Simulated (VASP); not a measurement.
LiH:

```
Li H
1.0
     0.00000    2.00340    2.00340
     2.00340    0.00000    2.00340
     2.00340    2.00340    0.00000
Li H
1 1
Cartesian
  0.0000 0.0000 0.0000
  2.0034 2.0034 2.0034
```

Base run:

* Program: VASP 6.6.1
* Functional: r2SCAN
* Potentials or basis: VASP PAW PBE potentials, release 64 (Li_sv, H)
* Cutoff: 830 eV
* k mesh: 10 × 10 × 10
* Occupations: gaussian, width 0.01 eV
* Spin: no spin polarisation

Its results: band gap on the k mesh 3.58 eV, direct; pressure -0.1 GPa.

Question: The run is repeated on the same cell with these changes: functional from r2SCAN to PBE; cutoff from 830 eV to 750 eV. What comes out?

Answer: Band gap on the k mesh 2.98 eV, direct; pressure -0.2 GPa.

r2SCAN gives the wider gap, since meta-GGAs in the generalised Kohn-Sham scheme recover part of the derivative discontinuity.

Caveats: the PAW data sets were made with another functional, which shifts forces and pressure a little (some runs).

A k mesh can miss the band edges.
